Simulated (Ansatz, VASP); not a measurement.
## One calculation of Tl, two programs

```xyz
1
Lattice="-1.9692 1.9692 1.9692 1.9692 -1.9692 1.9692 1.9692 1.9692 -1.9692" Properties=species:S:1:pos:R:3 pbc="T T T"
Tl    0.0000    0.0000    0.0000
```

Alike in both runs: task single point; functional LDA; k mesh 13 × 13 × 13; occupations fermi-dirac, width 0.1 eV; no spin polarisation.

```csv
,VASP,Ansatz
version,VASP 6.6.1,Ansatz 0.2.0
potentials or method,"VASP PAW LDA potentials, release 64 (Tl_d), cutoff 520 eV","plane waves (420 eV) with PAW, scalar-relativistic"
valence electrons in the cell,13,13
```

|  | VASP | Ansatz | Ansatz less VASP |
| --- | --- | --- | --- |
| pressure (GPa) | -3.5 | -3.5 | -0.01 |

Ansatz warns that its potentials were made for another functional, while VASP's fit it. LDA's correlation is that of Perdew and Zunger in VASP and of Perdew and Wang (1992) in Ansatz.

Spin-orbit coupling is off throughout.
